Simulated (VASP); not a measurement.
Set up this calculation in VASP 6.6.1, as the native input.

| Item | Value |
| --- | --- |
| Task | relaxation of cell and atoms |
| Functional | PBE |
| Potentials or basis | VASP PAW PBE potentials, release 64 (Rb_sv) |
| Cutoff | 600 eV |
| k mesh | 8 × 8 × 8 |
| Occupations | fermi-dirac, width 0.05 eV |
| Spin | no spin polarisation |
| Dipole correction | no |
| Further INCAR settings | ALGO = Normal; EDIFF = 1e-06; IBRION = 2; EDIFFG = -0.005; NSW = 100; ISIF = 3 |

The structure of Rb lies in POSCAR:

```
Rb
1.0
   -2.8025000000      2.8025000000      2.8025000000
    2.8025000000     -2.8025000000      2.8025000000
    2.8025000000      2.8025000000     -2.8025000000
Rb
1
Direct
    0.0000000000      0.0000000000      0.0000000000
```

One way to write it, as run:

INCAR

```
PREC     = Accurate       # precision mode
ENCUT    = 600            # plane-wave cutoff, eV
EDIFF    = 1E-6           # SCF threshold, eV
ISMEAR   = -1             # smearing method
SIGMA    = 0.05           # smearing width, eV
LREAL    = False          # projectors in reciprocal space
LASPH    = True           # aspherical terms in the spheres
NELM     = 80             # most SCF steps
ALGO     = Normal         # electronic algorithm
ISIF     = 3              # what is computed and relaxed
LWAVE    = False          # write WAVECAR
LCHARG   = False          # write CHGCAR
GGA      = PE             # functional
IBRION   = 2              # ionic algorithm
NSW      = 100            # ionic steps
EDIFFG   = -0.005         # ionic threshold
```

KPOINTS

```
Automatic mesh
0
Gamma
  8 8 8
```

Potentials or basis: VASP PAW PBE potentials, release 64 (Rb_sv).

Run with:

```console
$ cat potpaw_PBE.64/Rb_sv/POTCAR > POTCAR
$ mpirun -np 1 vasp_std > vasp.out
```

It gave:

```yaml
Relaxed_volume: 91.19 Å³/atom
Relaxed_cell: a = 4.911 Å, b = 4.911 Å, c = 4.911 Å, α = 109.47°, β = 109.47°, γ = 109.47°
Space_group_after_relaxing_to_0.05_Å: Im-3m (No. 229)
Energy_gained_by_relaxing: 1.1 meV/atom
Ionic_steps: 3
Pressure_after_relaxing: 0.0 GPa
```

Wall time 37 s on 1 thread of Intel(R) Xeon(R) Platinum 8375C CPU @ 2.90GHz (Ice Lake), with other jobs on the host, peak memory 0.25 GiB.
